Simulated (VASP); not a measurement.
Set up this calculation in VASP 6.6.1, as the native input.

```yaml
Task: single point
Functional: PBE
Potentials_or_basis: VASP PAW PBE potentials, release 64 (Ta_sv_GW, Ru_sv)
Cutoff: 560 eV
k_mesh: 3 × 3 × 4
Occupations: gaussian, width 0.1 eV
Spin: no spin polarisation
Dipole_correction: no
Further_INCAR_settings: ALGO = Normal; EDIFF = 1e-06; NBANDS = 51
```

The structure of Ta2Ru lies in POSCAR:

```
Ta2Ru
1.0
    5.9314727700      0.0000000000      0.0000000000
   -2.9657363900      5.1368061000      0.0000000000
    0.0000000000      0.0000000000      3.7843462800
Ta Ru
4 2
Direct
    0.6611961400      0.0000000000      0.5000000000
    0.0000000000      0.6611961400      0.5000000000
    0.3388038600      0.3388038600      0.5000000000
    0.0000000000      0.0000000000      0.5000000000
    0.3333333300      0.6666666700      0.5000000000
    0.6666666700      0.3333333300      0.5000000000
```

The cell was generated, and may not be a known phase.

One way to write it, as run:

INCAR

```
ALGO     = Normal         # electronic algorithm
EDIFF    = 1E-6           # SCF threshold, eV
ENCUT    = 560            # plane-wave cutoff, eV
GGA      = PE             # functional
GGA_COMPAT= F            
ISIF     = 2              # what is computed and relaxed
ISMEAR   = 0              # smearing method
LASPH    = T              # aspherical terms in the spheres
LCHARG   = T              # write CHGCAR
LELF     = T              # ELF
LREAL    = F              # projectors in reciprocal space
LVHAR    = T            
LWAVE    = F              # write WAVECAR
NBANDS   = 51             # bands
NELM     = 120            # most SCF steps
PREC     = Accurate       # precision mode
SIGMA    = 0.1            # smearing width, eV
```

KPOINTS

```
k-points
0
Gamma
  3 3 4
```

Potentials or basis: VASP PAW PBE potentials, release 64 (Ta_sv_GW, Ru_sv).

The run is started by

```console
$ cat potpaw_PBE.64/Ta_sv_GW/POTCAR potpaw_PBE.64/Ru_sv/POTCAR > POTCAR
$ mpirun -np 1 vasp_std > vasp.out
```

It gave:

The pressure is 124.2 GPa, the largest force is 0.497 eV/Å and the band gap on the k mesh is zero (bands 42 and 43 overlap by 0.16 eV).

Caveat: the k points lie up to 0.42 Å⁻¹ apart; atoms lie so close that the PAW spheres overlap strongly, which falsifies energies and pressures; spin-orbit coupling is left out, which moves the levels of the heavy elements.

Wall time 2.3 min on 1 thread of Intel(R) Xeon(R) Platinum 8488C (Sapphire Rapids) (shared host), peak memory 0.27 GiB.
